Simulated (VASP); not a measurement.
**SiGe: single point with r2SCAN**

SiGe:

```xyz
4
Lattice="3.8653 0.0000 0.0000 -1.9327 3.3475 0.0000 0.0000 0.0000 6.3891" Properties=species:S:1:pos:R:3 pbc="T T T"
Si    1.9327    1.1158    5.5867
Si    0.0000    2.2317    2.3921
Ge    1.9327    1.1158    3.1984
Ge    0.0000    2.2317    0.0038
```

This cell differs from its parent crystal: equal strain along all axes, cell held: -1.0 %, then relaxed in part.

```yaml
Program: VASP 6.6.1
Task: single point
Functional: r2SCAN
Potentials_or_basis: VASP PAW PBE potentials, release 64 (Si, Ge_d)
Cutoff: 520 eV
k_mesh: 12 × 12 × 4
Occupations: gaussian, width 0.02 eV
Spin: no spin polarisation
```

| Quantity | Value |
| --- | --- |
| Pressure | 2.7 GPa |
| Largest force | 0.006 eV/Å |
| Band gap on the k mesh | 0.61 eV, indirect (least direct gap 0.87 eV) |

Forces in eV/Å, atoms in the order of the input:
```
Si   0.000  0.000 -0.006
Si   0.000  0.000 -0.006
Ge   0.000  0.000  0.006
Ge   0.000  0.000  0.006
```

Stress tensor (GPa, compression positive):
```
2.64 0.00 0.00
0.00 2.64 0.00
0.00 0.00 2.74
```

Levels at points of the mesh, in eV from the valence-band top:
| k point | band 14 | band 15 | band 16 | band 17 | band 18 | band 19 | band 20 | band 21 | band 22 | band 23 |
| --- | --- | --- | --- | --- | --- | --- | --- | --- | --- | --- |
| (0.00, 0.00, 0.00) | -1.72 | -1.72 | -0.36 | 0.00 | 0.00 | 0.87 | 2.14 | 2.21 | 2.21 | 3.06 |
| (0.50, 0.00, 0.00) | -6.73 | -5.08 | -3.43 | -3.22 | -1.66 | 0.61 | 2.40 | 3.52 | 3.58 | 4.62 |
| (0.00, 0.00, 0.50) | -4.78 | -1.05 | -1.05 | -1.05 | -1.05 | 1.68 | 1.68 | 3.34 | 3.34 | 3.34 |
| (0.50, 0.00, 0.50) | -8.02 | -2.79 | -2.79 | -2.72 | -2.72 | 0.94 | 0.94 | 2.07 | 2.07 | 6.25 |

It took 3.2 min on 1 thread of Intel(R) Xeon(R) 6975P-C (Granite Rapids), with other jobs on the host, peak memory 0.27 GiB.

Caveat: the cell differs from its parent crystal (equal strain along all axes, cell held: -1.0 %, then relaxed in part); the PAW data sets were made with another functional, which shifts forces and pressure a little. A k mesh can miss the band edges.
